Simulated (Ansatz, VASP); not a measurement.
CdS: VASP beside Ansatz

INCAR

```
  ALGO = Normal
  EDIFF = 1E-6
  ENCUT = 520
  GGA = PE
  ISIF = 2
  ISMEAR = 0
  LASPH = True
  LCHARG = False
  LREAL = False
  LWAVE = False
  NBANDS = 26
  NELM = 80
  PREC = Accurate
  SIGMA = 0.01
```

File KPOINTS:

```
k-points
0
Gamma
  6 6 2
```

File POSCAR:

```
CdS
1.0
    4.1500000000      0.0000000000      0.0000000000
   -2.0750000000      3.5940100000      0.0000000000
    0.0000000000      0.0000000000      6.7370000000
Cd S
2 2
Direct
    0.3333333333      0.6666666667      0.0000000000
    0.6666666667      0.3333333333      0.5000000000
    0.3333333333      0.6666666667      0.3750000000
    0.6666666667      0.3333333333      0.8750000000
```

Input for Ansatz:

```yaml
crystal:
  lattice:
    - [4.15, 0.0, 0.0]
    - [-2.075, 3.59401, 0.0]
    - [0.0, 0.0, 6.737]
  atoms:
    - { symbol: Cd, position: [0.3333333333333333, 0.6666666666666666, 0.0] }
    - { symbol: Cd, position: [0.6666666666666666, 0.3333333333333333, 0.5] }
    - { symbol: S, position: [0.3333333333333333, 0.6666666666666666, 0.375] }
    - { symbol: S, position: [0.6666666666666666, 0.3333333333333333, 0.875] }
kpoints:
  mp_grid:
    grid: [6, 6, 2]
hamiltonian:
  xc: pbe
scf:
  occupations:
    method: fixed
output:
  eigenvalues: true
```

Alike in both runs: task single point; functional PBE; k mesh 6 × 6 × 2; no spin polarisation.

```csv
,VASP,Ansatz
version,VASP 6.6.1,Ansatz 0.2.0
potentials or method,"VASP PAW PBE potentials, release 64 (Cd, S)","plane waves, PAW"
plane-wave cutoff (eV),520,420
occupations,"gaussian, width 0.01 eV",fixed
valence electrons in the cell,36,52
```

```tsv
	VASP	Ansatz	Ansatz less VASP
gap on the k mesh at the Fermi level (eV)	1.20	1.20	-0.003
```

VASP's potentials hold 36 valence electrons a cell and Ansatz's 52, so a difference there can come from the potentials and not from the codes.

The k mesh is coarse, so the values compare programs but aren't converged.
